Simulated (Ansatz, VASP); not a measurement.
# One calculation of Pd, two programs

Contents of INCAR:

```
SYSTEM = Pd
PREC     = Accurate       ! precision mode
ENCUT    = 520            ! plane-wave cutoff, eV
EDIFF    = 1E-7           ! SCF threshold, eV
ISMEAR   = 0              ! smearing method
SIGMA    = 0.15           ! smearing width, eV
LREAL    = .False.        ! projectors in reciprocal space
LASPH    = .True.         ! aspherical terms in the spheres
NELM     = 100            ! most SCF steps
ALGO     = Fast           ! electronic algorithm
ISIF     = 2              ! what is computed and relaxed
LWAVE    = .False.        ! write WAVECAR
LCHARG   = .False.        ! write CHGCAR
GGA      = PS             ! functional
NBANDS   = 11             ! bands
```

Contents of KPOINTS:

```
regular mesh
0
Gamma
  24 24 24
  0 0 0
```

File POSCAR:

```
Pd
1.0
   -1.7649145970      1.7649145970      1.2477946201
    1.7649145970     -1.7649145970      1.2477946201
    1.7649145970      1.7649145970     -1.2477946201
Pd
1
Direct
    0.0000000000      0.0000000000      0.0000000000
```

Input for Ansatz:

```yaml
crystal:
  lattice:
    - [-1.764914597, 1.764914597, 1.2477946201]
    - [1.764914597, -1.764914597, 1.2477946201]
    - [1.764914597, 1.764914597, -1.2477946201]
  atoms:
    - { symbol: Pd, position: [0.0, 0.0, 0.0] }
basis:
  ecutwfc: 420
kpoints:
  mp_grid: { grid: [24, 24, 24] }
hamiltonian:
  xc: pbesol
scf:
  occupations: { method: gaussian, width: 0.15 }
output:
  forces: true
  stress: true
  eigenvalues: true
```

Alike in both runs: task single point; functional PBEsol; k mesh 24 × 24 × 24; occupations gaussian, width 0.15 eV; no spin polarisation.

|  | VASP | Ansatz |
| --- | --- | --- |
| version | VASP 6.6.1 | Ansatz 0.2.0 |
| potentials or method | VASP PAW PBE potentials, release 64 (Pd), cutoff 520 eV | scalar-relativistic, plane waves, PAW |
| valence electrons in the cell | 10 | 18 |

Ansatz gave:

```
gap on the k mesh at the Fermi level (eV)                     : none
pressure (GPa)                                                : -1.8
traceless stress, the component that is largest in VASP (GPa) : 24.32
```

Task: What did VASP give for the same quantities?

Result: gap on the k mesh at the Fermi level (eV): none; pressure (GPa): -2.2; traceless stress, the component that is largest in VASP (GPa): 24.01.

VASP's potentials were made for PBE, not for PBEsol. A gap of «none» marks a metal or a gap that the smearing closes. The functional is the same, so the differences come from potentials, cutoffs and numerics. VASP's potentials hold 10 valence electrons a cell and Ansatz's 18, so a difference there can come from the potentials and not from the codes.
